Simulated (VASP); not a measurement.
# Ge (a cell with a defect) in VASP: single point with PBEsol

Aim: the single point of Ge (a cell with a defect) with PBEsol.

All numbers are computed with VASP 6.6.1; they aren't measurements. Logs are shortened: lines on timing, memory, paths and dates and some standing lists are left out, and cuts for length are marked.

**1. The cell of the first run**

The cell holds a defect, 65 atoms: a = 11.351 Å, b = 11.351 Å, c = 11.351 Å, α = 90.00°, β = 90.00°, γ = 90.00°.

**2. Single point, PBEsol**

File INCAR:

```
PREC = Accurate
ENCUT = 410
EDIFF = 1E-6
ISMEAR = -1
SIGMA = 0.05
LREAL = Auto
LASPH = T
NELM = 120
ALGO = Normal
ISIF = 2
LWAVE = F
LCHARG = T
GGA = PS
LELF = T
LVHAR = T
NELECT = 908.0
ISYM = -1
NBANDS = 493
GGA_COMPAT = F
KPAR = 1
```

File KPOINTS:

```
explicit points
1
Reciprocal
  0.25000000   0.25000000   0.25000000 1
```

File POSCAR:

```
Ge
1.0
   11.3511840000      0.0000000000      0.0000000000
    0.0000000000     11.3511840000      0.0000000000
    0.0000000000      0.0000000000     11.3511840000
Ge
65
Direct
    0.0007190000      0.0013950000      0.0012230000
    0.0001600000      0.0008160000      0.5003350000
    0.0001360000      0.5004760000      0.0008320000
    0.9998690000      0.5039150000      0.5036930000
    0.4998070000      0.0008110000      0.0008380000
    0.5032470000      0.0005540000      0.5036700000
    0.5032870000      0.5039350000      0.0003420000
    0.3755890000      0.3762750000      0.3767270000
    0.1254940000      0.1261510000      0.1257830000
    0.1195580000      0.1202390000      0.6352580000
    0.1197550000      0.6351170000      0.1203380000
    0.1258650000      0.6279220000      0.6275510000
    0.6344530000      0.1204150000      0.1203480000
    0.6272590000      0.1265230000      0.6275510000
    0.6272730000      0.6279190000      0.1262430000
    0.6345880000      0.6353030000      0.6351520000
    0.2493820000      0.2500440000      0.0004290000
    0.2442040000      0.2448520000      0.5100590000
    0.2518940000      0.7535610000      0.9997760000
    0.2494160000      0.7533750000      0.5031420000
    0.7528940000      0.2525470000      0.9997770000
    0.7526980000      0.2500860000      0.5031380000
    0.7514890000      0.7521540000      0.0012400000
    0.7538420000      0.7545050000      0.5007200000
    0.3763220000      0.3770410000      0.1211840000
    0.3768120000      0.3774910000      0.6326590000
    0.3764480000      0.8769100000      0.1267800000
    0.3766420000      0.8770780000      0.6269300000
    0.8762700000      0.3770840000      0.1267740000
    0.8763810000      0.3773170000      0.6269450000
    0.8763830000      0.8770300000      0.1259640000
    0.8771300000      0.8777930000      0.6278620000
    0.2492240000      0.0006660000      0.2496600000
    0.2518330000      0.9997400000      0.7536300000
    0.2443060000      0.5097730000      0.2448940000
    0.2492860000      0.5035710000      0.7531910000
    0.7530090000      0.9997290000      0.2522690000
    0.7514940000      0.0017660000      0.7520010000
    0.7525760000      0.5035410000      0.2499820000
    0.7538630000      0.5007470000      0.7542390000
    0.3761370000      0.1212120000      0.3768050000
    0.3764580000      0.1267590000      0.8769150000
    0.3768440000      0.6324410000      0.3773250000
    0.3767280000      0.6271970000      0.8768300000
    0.8764020000      0.1267280000      0.3768010000
    0.8763370000      0.1263190000      0.8770850000
    0.8763160000      0.6272360000      0.3772410000
    0.8772230000      0.6278420000      0.8775210000
    0.0000040000      0.2498580000      0.2496770000
    0.9990560000      0.2525080000      0.7536330000
    0.9990820000      0.7536660000      0.2522760000
    0.0011240000      0.7521750000      0.7520000000
    0.5090840000      0.2450040000      0.2448400000
    0.5029110000      0.2499670000      0.7531730000
    0.5028940000      0.7532070000      0.2499960000
    0.5000290000      0.7545530000      0.7542570000
    0.1205190000      0.3767870000      0.3768390000
    0.1260810000      0.3771120000      0.8769260000
    0.1260810000      0.8770810000      0.3767850000
    0.1256620000      0.8770180000      0.8771000000
    0.6317840000      0.3774900000      0.3772790000
    0.6265550000      0.3773940000      0.8768150000
    0.6265710000      0.8769790000      0.3772430000
    0.6271570000      0.8778820000      0.8775320000
    0.5107690000      0.5113870000      0.5114120000
```

Potentials or basis: VASP PAW PBE potentials, release 64 (Ge_d).

On the command line:

```bash
$ cat potpaw_PBE.64/Ge_d/POTCAR > POTCAR
$ mpirun -np 4 vasp_std > vasp.out
```

OUTCAR:

```text
PREC = Accurate
   ENCUT = 410
   EDIFF = 1E-6
   ISMEAR = -1
   LREAL = Auto
   LASPH = T
   NELM = 120
   ISIF = 2
   GGA = PS
   NELECT = 908.0
   ISYM = -1

 ion  position               nearest neighbor table
   1  0.001  0.001  0.001-  31 2.45  60 2.45  46 2.45   9 2.45
   2  0.000  0.001  0.500-  45 2.45  59 2.45  32 2.45  10 2.45
   3  0.000  0.500  0.001-  29 2.45  58 2.45  48 2.45  11 2.45
   4  1.000  0.504  0.504-  47 2.45  30 2.45  12 2.45  57 2.46
   5  0.500  0.001  0.001-  27 2.45  42 2.45  64 2.45  13 2.45
   6  0.503  0.001  0.504-  63 2.45  28 2.45  14 2.45  41 2.46
   7  0.503  0.504  0.000-  44 2.45  62 2.45  15 2.45  25 2.46
   8  0.376  0.376  0.377-  18 2.60  35 2.60  53 2.60  65 2.65  41 2.90  57 2.90  25 2.90  26 2.91
                            43 2.91  61 2.91
   9  0.125  0.126  0.126-  49 2.45  33 2.45  17 2.45   1 2.45
  10  0.120  0.120  0.635-  50 2.44  34 2.44   2 2.45  18 2.45
  11  0.120  0.635  0.120-  51 2.44  19 2.44   3 2.45  35 2.45
  12  0.126  0.628  0.628-  20 2.45  36 2.45  52 2.45   4 2.45
  13  0.634  0.120  0.120-  37 2.44  21 2.44   5 2.45  53 2.45
  14  0.627  0.127  0.628-  22 2.45  54 2.45  38 2.45   6 2.45
  15  0.627  0.628  0.126-  55 2.45  39 2.45  23 2.45   7 2.45
  16  0.635  0.635  0.635-  65 2.43  24 2.45  56 2.45  40 2.45
  17  0.249  0.250  0.000-   9 2.45  58 2.45  42 2.45  25 2.46
  18  0.244  0.245  0.510-  10 2.45  26 2.54  41 2.55  57 2.55   8 2.60
  19  0.252  0.754  1.000-  11 2.44  60 2.44  44 2.45  27 2.46
  20  0.249  0.753  0.503-  59 2.45  12 2.45  43 2.45  28 2.46
  21  0.753  0.253  1.000-  13 2.44  46 2.44  62 2.45  29 2.46
  22  0.753  0.250  0.503-  45 2.45  14 2.45  61 2.45  30 2.46
  23  0.751  0.752  0.001-  15 2.45  48 2.45  64 2.45  31 2.45
  24  0.754  0.755  0.501-  47 2.45  63 2.45  16 2.45  32 2.45
  25  0.376  0.377  0.121-  17 2.46   7 2.46  35 2.55  53 2.55   8 2.90
  26  0.377  0.377  0.633-  54 2.45  36 2.45  18 2.54  65 2.55   8 2.91
  27  0.376  0.877  0.127-   5 2.45  55 2.45  33 2.45  19 2.46
  28  0.377  0.877  0.627-  56 2.45   6 2.45  34 2.45  20 2.46
  29  0.876  0.377  0.127-   3 2.45  39 2.45  49 2.45  21 2.46
  30  0.876  0.377  0.627-  40 2.45   4 2.45  50 2.45  22 2.46
  31  0.876  0.877  0.126-  51 2.44  37 2.44   1 2.45  23 2.45
  32  0.877  0.878  0.628-   2 2.45  38 2.45  52 2.45  24 2.45
  33  0.249  0.001  0.250-   9 2.45  59 2.45  27 2.45  41 2.46
  34  0.252  1.000  0.754-  10 2.44  60 2.44  28 2.45  42 2.46
  35  0.244  0.510  0.245-  11 2.45  43 2.54  25 2.55  57 2.55   8 2.60
  36  0.249  0.504  0.753-  12 2.45  58 2.45  26 2.45  44 2.46
  37  0.753  1.000  0.252-  13 2.44  31 2.44  63 2.45  45 2.46
  38  0.751  0.002  0.752-  14 2.45  32 2.45  64 2.45  46 2.45
  39  0.753  0.504  0.250-  29 2.45  15 2.45  61 2.45  47 2.46
  40  0.754  0.501  0.754-  62 2.45  30 2.45  16 2.45  48 2.45
  41  0.376  0.121  0.377-  33 2.46   6 2.46  53 2.55  18 2.55   8 2.90
  42  0.376  0.127  0.877-   5 2.45  54 2.45  17 2.45  34 2.46
  43  0.377  0.632  0.377-  55 2.45  20 2.45  35 2.54  65 2.55   8 2.91
  44  0.377  0.627  0.877-  56 2.45   7 2.45  19 2.45  36 2.46
  45  0.876  0.127  0.377-   2 2.45  22 2.45  49 2.45  37 2.46
  46  0.876  0.126  0.877-  50 2.44  21 2.44   1 2.45  38 2.45
  47  0.876  0.627  0.377-  24 2.45   4 2.45  51 2.45  39 2.46
  48  0.877  0.628  0.878-   3 2.45  52 2.45  23 2.45  40 2.45
  49  0.000  0.250  0.250-   9 2.45  45 2.45  29 2.45  57 2.46
  50  0.999  0.253  0.754-  10 2.44  46 2.44  30 2.45  58 2.46
  51  0.999  0.754  0.252-  11 2.44  31 2.44  47 2.45  59 2.46
  52  0.001  0.752  0.752-  12 2.45  32 2.45  48 2.45  60 2.45
  53  0.509  0.245  0.245-  13 2.45  61 2.54  25 2.55  41 2.55   8 2.60
  54  0.503  0.250  0.753-  14 2.45  42 2.45  26 2.45  62 2.46
  55  0.503  0.753  0.250-  27 2.45  15 2.45  43 2.45  63 2.46
  56  0.500  0.755  0.754-  44 2.45  28 2.45  16 2.45  64 2.45
  57  0.121  0.377  0.377-  49 2.46   4 2.46  35 2.55  18 2.55   8 2.90
  58  0.126  0.377  0.877-   3 2.45  36 2.45  17 2.45  50 2.46
  59  0.126  0.877  0.377-   2 2.45  20 2.45  33 2.45  51 2.46
  60  0.126  0.877  0.877-  34 2.44  19 2.44   1 2.45  52 2.45
  61  0.632  0.377  0.377-  39 2.45  22 2.45  53 2.54  65 2.55   8 2.91
  62  0.627  0.377  0.877-  40 2.45   7 2.45  21 2.45  54 2.46
  63  0.627  0.877  0.377-  24 2.45   6 2.45  37 2.45  55 2.46
  64  0.627  0.878  0.878-   5 2.45  38 2.45  56 2.45  23 2.45
  65  0.511  0.511  0.511-  16 2.43  61 2.55  43 2.55  26 2.55   8 2.65

IMPORTANT INFORMATION: All symmetrisations will be switched off!
NOSYMM: (Re-)initialisation of all symmetry stuff for point group C_1.

----------------------------------------------------------------------------------------

                                     Primitive cell

  volume of cell :    1462.5930

  direct lattice vectors                    reciprocal lattice vectors
    11.351184000  0.000000000  0.000000000     0.088096537  0.000000000  0.000000000
     0.000000000 11.351184000  0.000000000     0.000000000  0.088096537  0.000000000
     0.000000000  0.000000000 11.351184000     0.000000000  0.000000000  0.088096537

  length of vectors
    11.351184000 11.351184000 11.351184000     0.088096537  0.088096537  0.088096537

  position of ions in fractional coordinates (direct lattice)
     0.000719000  0.001395000  0.001223000
     0.000160000  0.000816000  0.500335000
     0.000136000  0.500476000  0.000832000
     0.999869000  0.503915000  0.503693000
     0.499807000  0.000811000  0.000838000
     0.503247000  0.000554000  0.503670000
[... 57 lines left out ...]
     0.627157000  0.877882000  0.877532000
     0.510769000  0.511387000  0.511412000

  ion indices of the primitive-cell ions
   primitive index   ion index
                 1           1
                 2           2
                 3           3
                 4           4
                 5           5
                 6           6
[... 57 lines left out ...]
                64          64
                65          65

----------------------------------------------------------------------------------------

 KPOINTS: explicit points

Read explicit list of k-points.

 Found      1 k-points:

 Following reciprocal coordinates:
            Coordinates               Weight
  0.250000  0.250000  0.250000      1.000000
   k-points           NKPTS =      1   k-points in BZ     NKDIM =      1   number of bands    NBANDS=    496
   number of dos      NEDOS =    301   number of ions     NIONS =     65
   total plane-waves  NPLWV = 512000
   dimension x,y,z NGX =    80 NGY =   80 NGZ =   80
   dimension x,y,z NGXF=   160 NGYF=  160 NGZF=  160
   ions per type =              65
   NGX,Y,Z   is equivalent  to a cutoff of  11.72, 11.72, 11.72 a.u.
   NGXF,Y,Z  is equivalent  to a cutoff of  23.43, 23.43, 23.43 a.u.
 SYSTEM =  unknown system
   PREC   = accura    normal or accurate (medium, high low for compatibility)
   ISTART =      0    job   : 0-new  1-cont  2-samecut
   ICHARG =      2    charge: 1-file 2-atom 10-const
   ISPIN  =      1    spin polarized calculation?
   LNONCOLLINEAR =      F non collinear calculations
   LSORBIT =      F    spin-orbit coupling
   LASPH  =      T    aspherical Exc in radial PAW
   ENCUT  =  410.0 eV  30.13 Ry    5.49 a.u.  18.74 18.74 18.74*2*pi/ulx,y,z
   NELM   =    120;   NELMIN=  2; NELMDL= -5     # of ELM steps
   EDIFF  = 0.1E-05   stopping-criterion for ELM
   LREAL  =      T    real-space projection
   EDIFFG = 0.1E-04   stopping-criterion for IOM
   NSW    =      0    number of steps for IOM
   IBRION =     -1    ionic relax: 0-MD 1-quasi-New 2-CG
   NFREE  =      0    steps in history (QN), initial steepest desc. (CG)
   ISIF   =      2    stress and relaxation
   ISYM   =     -1    0-nonsym 1-usesym 2-fastsym
   POTIM  = 0.5000    time-step for ionic-motion
   TEBEG  =    0.0;   TEEND  =   0.0 temperature during run
   PSTRESS=    0.0 pullay stress
   NELECT =     908.0000    total number of electrons
   NUPDOWN=      -1.0000    fix difference up-down
   EMIN   =  10.00;   EMAX   =-10.00  energy-range for DOS
   EFERMI =   0.00;   METHOD = LEGACY
   ISMEAR =    -1;   SIGMA  =   0.05  broadening in eV -4-tet -1-fermi 0-gaus
   EFERMI_NEDOS =   21; number of points for ismear=-14 and -15
   IALGO  =     38    algorithm
   IMIX   =      4    mixing-type and parameters
     AMIX     =   0.40;   BMIX     =  1.00
     AMIX_MAG =   1.60;   BMIX_MAG =  1.00
  volume/ion in A,a.u.               =      22.50       151.85
  Fermi-wavevector in a.u.,A,eV,Ry     =   1.396569  2.639132 26.536857  1.950404
  Thomas-Fermi vector in A             =   2.519910
   LORBIT       =      0    0 simple, 1 ext, 2 COOP (PROOUT), +10 PAW based schemes
   GGA     = PS    functional components
   LHFCALC =     F    Hartree Fock is set to
   AEXX    =    0.0000 exact exchange contribution
   IVDW    =     0    specifies the selected vdW correction
   LEPSILON=     F    determine dielectric tensor
   LRPA    =     F    only Hartree local field effects (RPA)
 non-spin polarized calculation
  energy-cutoff  :      410.00
  volume of cell :     1462.59
 maximum number of plane-waves:     27574
 NGX is ok and might be reduce to    80
   NGX = 37   NGY = 37   NGZ = 37

 number of electron     908.0000105 magnetization

 Free energy of the ion-electron system (eV)
  ---------------------------------------------------
  ext. energy  EPLUGINS =         0.00000000
  ---------------------------------------------------
  free energy    TOTEN  =      -327.84240326 eV

  energy without entropy =     -327.83025729  energy(sigma->0) =     -327.83633027

 E-fermi :   4.7874     XC(G=0): -10.1346

 val. band max:        4.5240648076   @ k =   0.2500   0.2500   0.2500
 cond. band min:       5.0159305788   @ k =   0.2500   0.2500   0.2500
 fundamental gap:      0.4918657712
 Fermi energy:         4.7874241666

 k-point     1 :       0.2500    0.2500    0.2500
  band No.  band energies     occupation
      1     -20.5467      2.00000
      2     -20.5354      2.00000
      3     -20.5354      2.00000
      4     -20.5155      2.00000
      5     -20.5155      2.00000
      6     -20.0695      2.00000
[... 458 lines left out ...]
    465       6.1162      0.00000
    466       6.2344      0.00000
 [bands above 466 left out]

------------------------ aborting loop because EDIFF is reached ----------------------------------------

  FORCE on cell =-STRESS in cart. coord.  units (eV):
  Direction    XX          YY          ZZ          XY          YZ          ZX
  --------------------------------------------------------------------------------------
  -------------------------------------------------------------------------------------
  Total      -14.8250585    -14.7949805    -14.8079047    -10.5230669    -10.5382943    -10.5364136
  in kB      -16.2399058    -16.2069573    -16.2211149    -11.5273485    -11.5440291    -11.5419690
  external PRESSURE =     -16.2226594 kB  Pullay stress =       0.0000000 kB

 VOLUME and BASIS-vectors are now :
 -----------------------------------------------------------------------------
  energy-cutoff  :      410.00
  volume of cell :     1462.59
      direct lattice vectors                 reciprocal lattice vectors
    11.351184000  0.000000000  0.000000000     0.088096537  0.000000000  0.000000000
     0.000000000 11.351184000  0.000000000     0.000000000  0.088096537  0.000000000
     0.000000000  0.000000000 11.351184000     0.000000000  0.000000000  0.088096537

 POSITION                                       TOTAL-FORCE (eV/Angst)
 -----------------------------------------------------------------------------------
      0.00816      0.01583      0.01388         0.002149      0.001808      0.003472
      0.00182      0.00926      5.67939        -0.000112      0.000320      0.000204
      0.00154      5.68100      0.00944         0.000446      0.001088     -0.003231
     11.34970      5.72003      5.71751        -0.000400     -0.002733      0.001089
      5.67340      0.00921      0.00951         0.000891      0.000470     -0.003213
      5.71245      0.00629      5.71725        -0.001568     -0.001095      0.001655
[... 57 lines left out ...]
      7.11897      9.96500      9.96103        -0.001052     -0.003823      0.000356
      5.79783      5.80485      5.80513        -0.003654     -0.001751     -0.007689
 -----------------------------------------------------------------------------------
    total drift:                                0.007466      0.011243      0.011054

  FREE ENERGIE OF THE ION-ELECTRON SYSTEM (eV)
  ---------------------------------------------------
  free  energy   TOTEN  =      -327.8424032571 eV

  energy  without entropy=     -327.8302572922  energy(sigma->0) =     -327.83633027
```

It took 7 min on 4 MPI ranks of Intel Xeon Platinum 8488C (Sapphire Rapids), shared host; peak memory 0.45 GiB.

Results:

```
Free energy   : -327.8424 eV
Largest force : 0.016 eV/Å
```

Forces in eV/Å, atoms in the order of the input:
```
Ge   0.002  0.002  0.003
Ge   0.000  0.000  0.000
Ge   0.000  0.001 -0.003
Ge   0.000 -0.003  0.001
Ge   0.001  0.000 -0.003
Ge  -0.002 -0.001  0.002
Ge  -0.002 -0.002  0.001
Ge   0.002  0.002 -0.006
Ge   0.001  0.002  0.001
Ge  -0.001 -0.001 -0.002
Ge  -0.003 -0.003 -0.002
Ge   0.002  0.000  0.001
Ge  -0.002 -0.003 -0.004
Ge   0.000  0.002  0.001
Ge  -0.001 -0.001  0.002
Ge  -0.008 -0.008 -0.006
Ge   0.000  0.000  0.000
Ge  -0.005 -0.003  0.008
Ge  -0.001  0.002  0.002
Ge   0.001  0.000 -0.001
Ge   0.003 -0.002  0.002
Ge   0.001  0.000 -0.001
Ge   0.001  0.001  0.002
Ge  -0.002 -0.002  0.003
Ge  -0.001 -0.002 -0.013
Ge   0.005  0.004  0.005
Ge  -0.001  0.004 -0.003
Ge  -0.001 -0.003  0.003
Ge   0.004  0.000 -0.003
Ge  -0.003  0.000  0.002
Ge  -0.001  0.000  0.000
Ge  -0.001 -0.001 -0.003
Ge  -0.001 -0.002  0.003
Ge   0.001  0.004 -0.002
Ge  -0.004  0.014 -0.002
Ge   0.001 -0.003  0.001
Ge   0.001  0.004  0.002
Ge  -0.001 -0.002  0.000
Ge   0.002 -0.002 -0.003
Ge  -0.002  0.005 -0.001
Ge   0.003 -0.007  0.003
Ge  -0.001  0.000  0.002
Ge   0.006  0.010  0.010
Ge  -0.001  0.001  0.000
Ge   0.000  0.000  0.002
Ge   0.000 -0.002 -0.003
Ge  -0.001  0.000 -0.002
Ge  -0.005 -0.001  0.000
Ge  -0.003  0.000  0.003
Ge   0.004  0.000 -0.001
Ge   0.003  0.001  0.001
Ge  -0.003 -0.001  0.001
Ge   0.014 -0.004 -0.002
Ge  -0.003  0.000  0.002
Ge  -0.002  0.002 -0.003
Ge   0.006 -0.003 -0.002
Ge  -0.006  0.003  0.002
Ge   0.000  0.000  0.001
Ge  -0.001  0.000  0.002
Ge  -0.002  0.000 -0.004
Ge   0.009  0.006  0.011
Ge   0.000 -0.001  0.000
Ge   0.000  0.000 -0.002
Ge  -0.001 -0.004  0.000
Ge  -0.004 -0.002 -0.008
```

Levels at points of the mesh, in eV from the Fermi level:
```tsv
k point	band 451	band 452	band 453	band 454	band 455	band 456	band 457	band 458
(0.25, 0.25, 0.25)	-0.85	-0.81	-0.26	-0.26	0.23	0.69	0.79	0.79
```

Caveat: the cell carries a net charge on a neutralising background, which shifts energy and pressure; the cell is charged against a uniform background, so pressure and absolute levels hang on convention; the PAW data sets were made with another functional, which shifts forces and pressure a little.
